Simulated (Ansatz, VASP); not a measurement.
Two plane-wave programs on Ti

The input INCAR:

```
ALGO = Fast
EDIFF = 1E-6
ENCUT = 520
GGA = PE
ISIF = 2
ISMEAR = 0
LASPH = True
LCHARG = True
LELF = True
LREAL = False
LVHAR = True
LWAVE = False
NBANDS = 12
NELM = 80
PREC = Accurate
SIGMA = 0.15
```

The input KPOINTS:

```
k-points
0
Gamma
  22 22 22
```

File POSCAR:

```
Ti
1.0
   -1.4016531261      1.4016531261      2.1947084649
    1.4016531261     -1.4016531261      2.1947084649
    1.4016531261      1.4016531261     -2.1947084649
Ti
1
Direct
    0.0000000000      0.0000000000      0.0000000000
```

Input for Ansatz:

```yaml
crystal:
  lattice:
    - [-1.4016531261, 1.4016531261, 2.1947084649]
    - [1.4016531261, -1.4016531261, 2.1947084649]
    - [1.4016531261, 1.4016531261, -2.1947084649]
  atoms:
    - { symbol: Ti, position: [0.0, 0.0, 0.0] }
basis:
  ecutwfc: 520.0
kpoints:
  mp_grid: { grid: [22, 22, 22] }
hamiltonian:
  xc: pbe
  pseudopotentials: { kind: paw, azcp: { folder: soft_1 } }
scf:
  occupations: { method: gaussian, width: 0.15 }
output:
  forces: true
  stress: true
  eigenvalues: true
```

Alike in both runs: task single point; functional PBE; k mesh 22 × 22 × 22; occupations gaussian, width 0.15 eV; no spin polarisation.

```csv
,VASP,Ansatz
version,VASP 6.6.1,Ansatz 0.2.0
potentials or method,"VASP PAW PBE potentials, release 64 (Ti_sv), cutoff 520 eV","scalar-relativistic, plane waves, PAW"
valence electrons in the cell,12,12
```

|  | VASP | Ansatz | Ansatz less VASP |
| --- | --- | --- | --- |
| gap on the k mesh at the Fermi level (eV) | none | none | - |
| pressure (GPa) | 0.5 | 0.7 | +0.27 |
| traceless stress, the component that is largest in VASP (GPa) | -2.11 | -2.09 | +0.024 |

A gap of «none» marks a metal or a gap that the smearing closes. The functional is the same, so the differences come from potentials, cutoffs and numerics.
